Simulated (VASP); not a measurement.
## MgO (Periclase): single point with PBE-based screened hybrid

MgO (Periclase):

```
CELL_PARAMETERS angstrom
0.00000 2.10217 2.10217
2.10217 0.00000 2.10217
2.10217 2.10217 0.00000
ATOMIC_POSITIONS crystal
Mg 0.00000 0.00000 0.00000
O 0.50000 0.50000 0.50000
```

- Program: VASP 6.6.1
- Task: single point
- Functional: PBE-based screened hybrid
- Potentials or basis: VASP PAW PBE potentials, release 64 (Mg, O)
- Cutoff: 520 eV
- k mesh: 6 × 6 × 6
- Occupations: gaussian, width 0.01 eV
- Spin: no spin polarisation

The pressure is -3.5 GPa and the band gap on the k mesh is 7.16 eV, direct.

Levels at points of the mesh, in eV from the valence-band top:
```csv
k point,band 1,band 2,band 3,band 4,band 5,band 6,band 7,band 8
"(0.00, 0.00, 0.00)",-19.70,0.00,0.00,0.00,7.16,18.53,18.53,18.53
"(0.50, 0.00, 0.00)",-18.32,-5.06,-0.74,-0.74,10.38,15.81,19.14,19.14
"(0.50, 0.50, 0.00)",-18.03,-4.51,-1.52,-1.52,11.51,12.61,16.31,22.42
```

It took 9.9 min on 1 thread of Intel(R) Xeon(R) 6975P-C (Granite Rapids), with other jobs on the host, peak memory 0.25 GiB.

Caveat: the k points lie up to 0.43 Å⁻¹ apart; the PAW data sets were made with another functional, which shifts forces and pressure a little.
